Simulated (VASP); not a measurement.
Here is a VASP 6.6.1 calculation.

INCAR

```
PREC = Accurate
ENCUT = 520
EDIFF = 1E-6
ISMEAR = 0
SIGMA = 0.05
LREAL = F
LASPH = T
NELM = 100
ALGO = Fast
ISIF = 2
LWAVE = F
LCHARG = T
GGA = PE
LELF = T
LVHAR = T
NBANDS = 7
```

Contents of KPOINTS:

```
Automatic mesh
0
Gamma
  18 18 18
```

POSCAR

```
Be
1.0
   -1.2531209513      1.2531209513      1.2531209513
    1.2531209513     -1.2531209513      1.2531209513
    1.2531209513      1.2531209513     -1.2531209513
Be
1
Direct
    0.0000000000      0.0000000000      0.0000000000
```

Potentials or basis: VASP PAW PBE potentials, release 64 (Be).

Command:

```console
$ cat potpaw_PBE.64/Be/POTCAR > POTCAR
$ mpirun -np 1 vasp_std > vasp.out
```

Question: What does it give for the band gap on the k mesh?

Answer: Zero (band 1 reaches 11.89 eV, above the bottom of band 2 at 6.57 eV).

Question: Estimate the pressure.

Answer: -0.7 GPa.
